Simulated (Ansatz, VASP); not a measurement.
**One calculation of Co, two programs**

```
Co
1.0
     2.49304    0.00000    0.00000
    -1.24652    2.15904    0.00000
     0.00000    0.00000   21.07390
Co
5
Direct
  0.00000 0.00000 0.31031
  0.33333 0.66667 0.40351
  0.00000 0.00000 0.50000
  0.33333 0.66667 0.59649
  0.00000 0.00000 0.68969
```

Alike in both runs: functional PBE; k mesh 15 × 15 × 1; occupations fermi-dirac, width 0.1 eV; collinear spin.

Ansatz relaxed the structure, and its values are those at the end. VASP's run is a single point on that final structure, the one shown.

|  | VASP | Ansatz |
| --- | --- | --- |
| version | VASP 6.6.1 | Ansatz 0.2.0 |
| potentials or method | VASP PAW PBE potentials, release 64 (Co) | PAW with Ansatz's default frozen-core files, scalar-relativistic |
| plane-wave cutoff (eV) | 520 | 420 |
| valence electrons in the cell | 45 | 85 |

VASP gave:

| Item | Value |
| --- | --- |
| rms of the force components (eV/Å) | 0.012 |
| net moment per atom (μB) | 1.67 |
| size of the moment on the site where the two differ most (μB) | 1.66 |

Task: Which values does Ansatz return?

Result: rms of the force components (eV/Å): 0.000; net moment per atom (μB): 1.67; size of the moment on the site where the two differ most (μB): 1.73.

Site moments also hang on the region over which each program counts them. The functional is the same, so the differences come from potentials, cutoffs and numerics. VASP's potentials hold 45 valence electrons a cell and Ansatz's 85, so a difference there can come from the potentials and not from the codes. Ansatz's warnings: stress scf threshold loose, vacuum density over bound.
